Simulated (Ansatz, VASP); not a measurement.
**One calculation of Ti, two programs**

The input INCAR:

```
SYSTEM = Ti
ALGO = Fast
EDIFF = 1E-6
ENCUT = 520
GGA = PS
ISIF = 2
ISMEAR = 0
LASPH = .True.
LCHARG = .True.
LELF = .True.
LREAL = .False.
LVHAR = .True.
LWAVE = .False.
NBANDS = 19
NELM = 100
PREC = Accurate
SIGMA = 0.15
```

File KPOINTS:

```
k-points
0
Gamma
  18 18 10
  0 0 0
```

The input POSCAR:

```
Ti
1.0
    2.8614979246      0.0000000000      0.0000000000
   -1.4307489623      2.4781298956      0.0000000000
    0.0000000000      0.0000000000      4.6860000000
Ti
2
Direct
    0.3333333333      0.6666666667      0.2500000000
    0.6666666667      0.3333333333      0.7500000000
```

Input for Ansatz:

```yaml
crystal:
  lattice:
    - [2.8614979246, 0.0, 0.0]
    - [-1.4307489623, 2.4781298956, 0.0]
    - [0.0, 0.0, 4.686]
  atoms:
    - { symbol: Ti, position: [0.3333333333, 0.6666666667, 0.25] }
    - { symbol: Ti, position: [0.6666666667, 0.3333333333, 0.75] }
basis:
  ecutwfc: 420
kpoints:
  mp_grid: { grid: [18, 18, 10] }
hamiltonian:
  xc: pbesol
scf:
  occupations: { method: gaussian, width: 0.15 }
output:
  forces: true
  stress: true
  eigenvalues: true
```

Change from the starting cell: strain -0.0300 x Voigt [1, 1, 0, 0, 0, 0], atoms carried along.

Alike in both runs: task single point; functional PBEsol; k mesh 18 × 18 × 10; occupations gaussian, width 0.15 eV; no spin polarisation.

```csv
,VASP,Ansatz
version,VASP 6.6.1,Ansatz 0.2.0
potentials or method,"VASP PAW PBE potentials, release 64 (Ti_sv), cutoff 520 eV","scalar-relativistic, plane waves, PAW"
valence electrons in the cell,24,24
```

|  | VASP | Ansatz | Ansatz less VASP |
| --- | --- | --- | --- |
| gap on the k mesh at the Fermi level (eV) | none | none | - |
| pressure (GPa) | 0.4 | 0.8 | +0.38 |
| traceless stress, the component that is largest in VASP (GPa) | -2.58 | -2.60 | -0.016 |

VASP's potentials were made for PBE, not for PBEsol. A gap of «none» marks a metal or a gap that the smearing closes.
